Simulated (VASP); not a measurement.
A run of VASP 6.6.1 is set up as follows.

Contents of INCAR:

```
SYSTEM = Ge3N
ALGO = Normal
EDIFF = 1E-6
ENCUT = 520
GGA = PE
ISIF = 2
ISMEAR = 0
LASPH = .True.
LCHARG = .True.
LELF = .True.
LREAL = .False.
LVHAR = .True.
LWAVE = .False.
NBANDS = 32
NELM = 80
PREC = Accurate
SIGMA = 0.1
```

KPOINTS

```
k-points
0
Gamma
  6 6 6
  0 0 0
```

The input POSCAR:

```
Ge3N
1.0
    2.7116064100      1.5655466900      2.8585964700
   -2.7116064100      1.5655466900      2.8585964700
    0.0000000000     -3.1310933800      2.8585964700
Ge N
3 1
Direct
    0.5000000000      0.5000000000      0.0000000000
    0.0000000000      0.5000000000      0.5000000000
    0.5000000000      0.0000000000      0.5000000000
    0.5000000000      0.5000000000      0.5000000000
```

Potentials or basis: VASP PAW PBE potentials, release 64 (Ge_d, N).

Run with:

```bash
$ cat potpaw_PBE.64/Ge_d/POTCAR potpaw_PBE.64/N/POTCAR > POTCAR
$ mpirun -np 1 vasp_std > vasp.out
```

Problem. Estimate the pressure.

Solution. 8.9 GPa.

Problem. What does it give for the band gap on the k mesh?

Solution. Zero (an odd number of electrons rules out a gap without spin polarisation).

Stress tensor (GPa, compression positive):
```
 6.07  0.00  0.00
 0.00  6.07  0.00
 0.00  0.00 14.69
```

Caveat: the cell stands under pressure.
